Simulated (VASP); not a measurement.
# MgBe2SeS2 (P6/mmm) in VASP: relaxation of cell and atoms with PBE

Aim: the relaxation of cell and atoms of MgBe2SeS2 with PBE.

Program: VASP 6.6.1. These are calculated values, not measurements. Logs are shortened: lines on timing, memory, paths and dates and some standing lists are left out, and cuts for length are marked.

## 1. The cell of the first run

The structure is hexagonal, space group P6/mmm (No. 191). The conventional cell has a = 4.284 Å, b = 4.284 Å, c = 9.279 Å, α = 90.00°, β = 90.00°, γ = 120.00°. Within 3.0 Å of Mg (site symmetry 6/mmm) lie 2 S at 2.24 Å. Be (site symmetry -6m2) has 3 Be at 2.47 Å and 3 Se at 2.47 Å within 3.3 Å. Se (site symmetry 6/mmm) has 2 S at 2.40 Å and 6 Be at 2.47 Å within 3.2 Å. Within 3.0 Å of S (site symmetry 6mm) lie 1 Mg at 2.24 Å and 1 Se at 2.40 Å.

The cell was built from a structure type or drawn by symmetry, and may not be a known phase.

## 2. Relaxation of cell and atoms, PBE

INCAR

```
SYSTEM = MgBe2SeS2
  PREC = Accurate
  ENCUT = 600
  EDIFF = 1E-7
  ISMEAR = 0
  SIGMA = 0.1
  LREAL = .FALSE.
  LASPH = .TRUE.
  NELM = 60
  ALGO = Normal
  ISIF = 3
  LWAVE = .FALSE.
  LCHARG = .FALSE.
  GGA = PE
  IBRION = 2
  NSW = 100
  EDIFFG = -0.01
```

KPOINTS

```
Automatic mesh
0
G
  12 12 4
  0 0 0
```

POSCAR

```
MgBe2SeS2
1.0
    4.2844101578      0.0000000000      0.0000000000
   -2.1422050789      3.7104080369      0.0000000000
    0.0000000000      0.0000000000      9.2789498963
Mg Be Se S
1 2 1 2
Direct
    0.0000000000      0.0000000000      0.0000000000
    0.3333333333      0.6666666667      0.5000000000
    0.6666666667      0.3333333333      0.5000000000
    0.0000000000      0.0000000000      0.5000000000
    0.0000000000      0.0000000000      0.7583232906
    0.0000000000      0.0000000000      0.2416767094
```

Potentials or basis: VASP PAW PBE potentials, release 64 (Mg, Be, Se, S).

On the command line:

```
cat potpaw_PBE.64/Mg/POTCAR potpaw_PBE.64/Be/POTCAR potpaw_PBE.64/Se/POTCAR potpaw_PBE.64/S/POTCAR > POTCAR
mpirun -np 1 vasp_std > vasp.out
```

OUTCAR:

```text
SYSTEM = MgBe2SeS2
   PREC = Accurate
   ENCUT = 600
   EDIFF = 1E-7
   ISMEAR = 0
   LREAL = .FALSE.
   LASPH = .TRUE.
   NELM = 60
   ISIF = 3
   GGA = PE
   IBRION = 2
   NSW = 100
   EDIFFG = -0.01

 ion  position               nearest neighbor table
   1  0.000  0.000  0.000-   5 2.24   6 2.24
   2  0.333  0.667  0.500-   4 2.47   4 2.47   4 2.47
   3  0.667  0.333  0.500-   4 2.47   4 2.47   4 2.47
   4  0.000  0.000  0.500-   5 2.40   6 2.40   2 2.47   3 2.47   3 2.47   2 2.47   3 2.47   2 2.47

   5  0.000  0.000  0.758-   1 2.24   4 2.40
   6  0.000  0.000  0.242-   1 2.24   4 2.40

  LATTYP: Found a hexagonal cell.
 ALAT       =     4.2844101578
 C/A-ratio  =     2.1657473385

  Lattice vectors:

 A1 = (   4.2844101578,   0.0000000000,   0.0000000000)
 A2 = (  -2.1422050789,   3.7104080369,   0.0000000000)
 A3 = (   0.0000000000,   0.0000000000,   9.2789498963)

Analysis of symmetry for initial positions (statically):
=====================================================================
 Subroutine PRICEL returns:
 Original cell was already a primitive cell.

 Routine SETGRP: Setting up the symmetry group for a
 hexagonal supercell.

 Subroutine GETGRP returns: Found 24 space group operations
 (whereof 24 operations were pure point group operations)
 out of a pool of 24 trial point group operations.

The static configuration has the point symmetry D_6h.

Analysis of symmetry for dynamics (positions and initial velocities):
=====================================================================
 Subroutine PRICEL returns:
 Original cell was already a primitive cell.

 Routine SETGRP: Setting up the symmetry group for a
 hexagonal supercell.

 Subroutine GETGRP returns: Found 24 space group operations
 (whereof 24 operations were pure point group operations)
 out of a pool of 24 trial point group operations.

The dynamic configuration has the point symmetry D_6h.

 Subroutine INISYM returns: Found 24 space group operations
 (whereof 24 operations are pure point group operations),
 and found     1 'primitive' translations

----------------------------------------------------------------------------------------

                                     Primitive cell

  volume of cell :     147.5066

  direct lattice vectors                    reciprocal lattice vectors
     4.284410158  0.000000000  0.000000000     0.233404357  0.134756069  0.000000000
    -2.142205079  3.710408037  0.000000000     0.000000000  0.269512137  0.000000000
     0.000000000  0.000000000  9.278949896     0.000000000  0.000000000  0.107770816

  length of vectors
     4.284410158  4.284410158  9.278949896     0.269512137  0.269512137  0.107770816

  position of ions in fractional coordinates (direct lattice)
     0.000000000  0.000000000  0.000000000
     0.333333333  0.666666667  0.500000000
     0.666666667  0.333333333  0.500000000
     0.000000000  0.000000000  0.500000000
     0.000000000  0.000000000  0.758323291
     0.000000000  0.000000000  0.241676709

  ion indices of the primitive-cell ions
   primitive index   ion index
                 1           1
                 2           2
                 3           3
                 4           4
                 5           5
                 6           6

----------------------------------------------------------------------------------------

 KPOINTS: Automatic mesh

Automatic generation of k-mesh.
 Grid dimensions read from file:
 generate k-points for:   12   12    4

 Generating k-lattice:

  Cartesian coordinates                     Fractional coordinates (reciprocal lattice)
     0.019450363  0.011229672  0.000000000     0.083333333  0.000000000  0.000000000
     0.000000000  0.022459345  0.000000000     0.000000000  0.083333333  0.000000000
     0.000000000  0.000000000  0.026942704     0.000000000  0.000000000  0.250000000

  Length of vectors
     0.022459345  0.022459345  0.026942704

  Shift w.r.t. Gamma in fractional coordinates (k-lattice)
     0.000000000  0.000000000  0.000000000

 Subroutine IBZKPT returns following result:
 ===========================================

 Found     57 irreducible k-points:

 Following reciprocal coordinates:
            Coordinates               Weight
  0.000000  0.000000  0.000000      1.000000
  0.083333 -0.000000  0.000000      6.000000
  0.166667 -0.000000  0.000000      6.000000
  0.250000 -0.000000  0.000000      6.000000
  0.333333 -0.000000  0.000000      6.000000
  0.416667 -0.000000  0.000000      6.000000
[... 16 lines left out ...]
  0.250000 -0.000000  0.250000     12.000000
  0.333333 -0.000000  0.250000     12.000000
 [... further k-points ...]
   k-points           NKPTS =     57   k-points in BZ     NKDIM =     57   number of bands    NBANDS=     16
   number of dos      NEDOS =    301   number of ions     NIONS =      6
   total plane-waves  NPLWV = 103680
   dimension x,y,z NGX =    36 NGY =   36 NGZ =   80
   dimension x,y,z NGXF=    72 NGYF=   72 NGZF=  160
   ions per type =               1   2   1   2
   NGX,Y,Z   is equivalent  to a cutoff of  13.97, 13.97, 14.33 a.u.
   NGXF,Y,Z  is equivalent  to a cutoff of  27.94, 27.94, 28.67 a.u.
 SYSTEM =  MgBe2SeS2
   PREC   = accura    normal or accurate (medium, high low for compatibility)
   ISTART =      0    job   : 0-new  1-cont  2-samecut
   ICHARG =      2    charge: 1-file 2-atom 10-const
   ISPIN  =      1    spin polarized calculation?
   LNONCOLLINEAR =      F non collinear calculations
   LSORBIT =      F    spin-orbit coupling
   LASPH  =      T    aspherical Exc in radial PAW
   ENCUT  =  600.0 eV  44.10 Ry    6.64 a.u.   8.56  8.56 18.53*2*pi/ulx,y,z
   NELM   =     60;   NELMIN=  2; NELMDL= -5     # of ELM steps
   EDIFF  = 0.1E-06   stopping-criterion for ELM
   LREAL  =      F    real-space projection
   EDIFFG = -.1E-01   stopping-criterion for IOM
   NSW    =    100    number of steps for IOM
   IBRION =      2    ionic relax: 0-MD 1-quasi-New 2-CG
   NFREE  =      1    steps in history (QN), initial steepest desc. (CG)
   ISIF   =      3    stress and relaxation
   ISYM   =      2    0-nonsym 1-usesym 2-fastsym
   POTIM  = 0.5000    time-step for ionic-motion
   TEBEG  =    0.0;   TEEND  =   0.0 temperature during run
   PSTRESS=    0.0 pullay stress
   NELECT =      24.0000    total number of electrons
   NUPDOWN=      -1.0000    fix difference up-down
   EMIN   =  10.00;   EMAX   =-10.00  energy-range for DOS
   EFERMI =   0.00;   METHOD = LEGACY
   ISMEAR =     0;   SIGMA  =   0.10  broadening in eV -4-tet -1-fermi 0-gaus
   EFERMI_NEDOS =   21; number of points for ismear=-14 and -15
   IALGO  =     38    algorithm
   IMIX   =      4    mixing-type and parameters
     AMIX     =   0.40;   BMIX     =  1.00
     AMIX_MAG =   1.60;   BMIX_MAG =  1.00
  volume/ion in A,a.u.               =      24.58       165.90
  Fermi-wavevector in a.u.,A,eV,Ry     =   0.893734  1.688912 10.867785  0.798760
  Thomas-Fermi vector in A             =   2.015849
   LORBIT       =      0    0 simple, 1 ext, 2 COOP (PROOUT), +10 PAW based schemes
   GGA     = PE    functional components
   LHFCALC =     F    Hartree Fock is set to
   AEXX    =    0.0000 exact exchange contribution
   IVDW    =     0    specifies the selected vdW correction
   LEPSILON=     F    determine dielectric tensor
   LRPA    =     F    only Hartree local field effects (RPA)
 conjugate gradient relaxation of ions
 non-spin polarized calculation
 Gauss-broadening in eV      SIGMA  =   0.10
  energy-cutoff  :      600.00
  volume of cell :      147.51
 maximum number of plane-waves:      4961
 NGX is ok and might be reduce to    36
   NGX = 17   NGY = 17   NGZ = 37

--------------------------------------- Ionic step        1  -------------------------------------------

 number of electron      24.0000002 magnetization

 Free energy of the ion-electron system (eV)
  ---------------------------------------------------
  ext. energy  EPLUGINS =         0.00000000
  ---------------------------------------------------
  free energy    TOTEN  =       -17.32895845 eV

  energy without entropy =      -17.32258968  energy(sigma->0) =      -17.32577407

------------------------ aborting loop because EDIFF is reached ----------------------------------------

  FORCE on cell =-STRESS in cart. coord.  units (eV):
  Direction    XX          YY          ZZ          XY          YZ          ZX
  --------------------------------------------------------------------------------------
  -------------------------------------------------------------------------------------
  Total       -0.2262431     -0.2262431     -0.2268046      0.0000000      0.0000000      0.0000000
  in kB       -2.4573913     -2.4573913     -2.4634909      0.0000000      0.0000000      0.0000000
  external PRESSURE =      -2.4594245 kB  Pullay stress =       0.0000000 kB

 VOLUME and BASIS-vectors are now :
 -----------------------------------------------------------------------------
  energy-cutoff  :      600.00
  volume of cell :      147.51
      direct lattice vectors                 reciprocal lattice vectors
     4.284410158  0.000000000  0.000000000     0.233404357  0.134756069  0.000000000
    -2.142205079  3.710408037  0.000000000     0.000000000  0.269512137  0.000000000
     0.000000000  0.000000000  9.278949896     0.000000000  0.000000000  0.107770816
[... 81 lines left out ...]
 POSITION                                       TOTAL-FORCE (eV/Angst)
 -----------------------------------------------------------------------------------
     -0.00000      0.00000     -0.00000         0.000000      0.000000      0.000000
     -0.00000      2.46868      4.63021         0.000000      0.000000      0.000000
      2.13794      1.23434      4.63021        -0.000000     -0.000000      0.000000
     -0.00000      0.00000      4.63021         0.000000      0.000000      0.000000
      4.27588      0.00000      7.02147         0.000000     -0.000000     -0.008131
     -0.00000      0.00000      2.23896        -0.000000      0.000000      0.008131
 -----------------------------------------------------------------------------------
    total drift:                                0.000000     -0.000000     -0.000000

  FREE ENERGIE OF THE ION-ELECTRON SYSTEM (eV)
  ---------------------------------------------------
  free  energy   TOTEN  =       -17.3296629708 eV

  energy  without entropy=      -17.3233156690  energy(sigma->0) =      -17.32648932

--------------------------------------- Ionic step        4  -------------------------------------------

 number of electron      24.0000001 magnetization

 Free energy of the ion-electron system (eV)
  ---------------------------------------------------
  ext. energy  EPLUGINS =         0.00000000
  ---------------------------------------------------
  free energy    TOTEN  =       -17.32983188 eV

  energy without entropy =      -17.32350272  energy(sigma->0) =      -17.32666730

 E-fermi :   1.8165     XC(G=0):  -7.8779

 val. band max:        1.8110022868   @ k =   0.0833  -0.0000   0.2500
 cond. band min:       1.8180708524   @ k =   0.0833  -0.0000   0.5000
 fundamental gap:      0.0070685657
 Fermi energy:         1.8164851667

 k-point     1 :       0.0000    0.0000    0.0000
  band No.  band energies     occupation
      1     -13.9214      2.00000
      2     -10.3369      2.00000
      3      -9.3262      2.00000
      4      -3.9902      2.00000
      5      -2.7896      2.00000
      6      -2.7896      2.00000
[... 8 lines left out ...]
     15       2.9506      0.00000
     16       3.2399      0.00000
[... 419 lines left out ...]
 k-point    24 :       0.3333   -0.0000    0.2500
  band No.  band energies     occupation
      1     -13.6943      2.00000
      2     -10.2332      2.00000
      3      -9.1080      2.00000
      4      -5.1527      2.00000
      5      -3.9455      2.00000
      6      -3.6877      2.00000
[... 8 lines left out ...]
     15       4.3974      0.00000
     16       4.6310      0.00000

 [... further k-points ...]

------------------------ aborting loop because EDIFF is reached ----------------------------------------

  FORCE on cell =-STRESS in cart. coord.  units (eV):
  Direction    XX          YY          ZZ          XY          YZ          ZX
  --------------------------------------------------------------------------------------
  -------------------------------------------------------------------------------------
  Total        0.0106007      0.0106007     -0.0219524      0.0000000      0.0000000      0.0000000
  in kB        0.1160169      0.1160169     -0.2402519      0.0000000      0.0000000      0.0000000
  external PRESSURE =      -0.0027394 kB  Pullay stress =       0.0000000 kB

 VOLUME and BASIS-vectors are now :
 -----------------------------------------------------------------------------
  energy-cutoff  :      600.00
  volume of cell :      146.39
      direct lattice vectors                 reciprocal lattice vectors
     4.270578477  0.000000000  0.000000000     0.234160315  0.135192521  0.000000000
    -2.135289239  3.698429450 -0.000000000     0.000000000  0.270385041  0.000000000
    -0.000000000 -0.000000000  9.268762190     0.000000000  0.000000000  0.107889271

 POSITION                                       TOTAL-FORCE (eV/Angst)
 -----------------------------------------------------------------------------------
      0.00000      0.00000      0.00000        -0.000000      0.000000     -0.000000
     -0.00000      2.46562      4.63438        -0.000000     -0.000000     -0.000000
      2.13529      1.23281      4.63438        -0.000000     -0.000000     -0.000000
     -0.00000     -0.00000      4.63438        -0.000000      0.000000     -0.000000
     -0.00000     -0.00000      7.02713         0.000000      0.000000     -0.002023
     -2.13529      3.69843      2.24163        -0.000000     -0.000000      0.002023
 -----------------------------------------------------------------------------------
    total drift:                                0.000000     -0.000000      0.000000

  FREE ENERGIE OF THE ION-ELECTRON SYSTEM (eV)
  ---------------------------------------------------
  free  energy   TOTEN  =       -17.3298318823 eV

  energy  without entropy=      -17.3235027242  energy(sigma->0) =      -17.32666730

 reached required accuracy - stopping structural energy minimisation
```

It took 3.5 min on 1 thread of Intel Xeon 6975P-C (Granite Rapids), shared host; peak memory 0.47 GiB.

What came out:

```yaml
Free_energy: -17.3298 eV
Relaxed_volume: 24.40 Å³/atom
Relaxed_cell: a = 4.271 Å, b = 4.271 Å, c = 9.269 Å, α = 90.00°, β = 90.00°, γ = 120.00°
Space_group_after_relaxing_to_0.1_Å: P6/mmm (No. 191)
Energy_gained_by_relaxing: 0.1 meV/atom
Ionic_steps: 4
Pressure_after_relaxing: 0.0 GPa
Band_gap_on_the_k_mesh: zero (bands 12 and 13 overlap by 1.71 eV)
```

Forces in eV/Å, atoms in the order of the input:
```
Mg   0.000  0.000  0.000
Be   0.000  0.000  0.000
Be   0.000  0.000  0.000
Se   0.000  0.000  0.000
S    0.000  0.000 -0.002
S    0.000  0.000  0.002
```

Step by step:
```tsv
step	energy change (eV)	largest force (eV/Å)	pressure (GPa)	volume (Å³)
1	0.0000	0.0176	-0.25	147.51
2	-0.0007	0.0091	-0.02	146.70
3	-0.0007	0.0081	0.00	146.63
4	-0.0009	0.0020	0.00	146.39
```

Final structure:
```
Mg Be Se S
1.0
     4.27058    0.00000    0.00000
    -2.13529    3.69843    0.00000
     0.00000    0.00000    9.26876
Mg Be Se S
1 2 1 2
Cartesian
  0.0000 0.0000 0.0000
  0.0000 2.4656 4.6344
  2.1353 1.2328 4.6344
  0.0000 0.0000 4.6344
  0.0000 0.0000 7.0271
  -2.1353 3.6984 2.2416
```
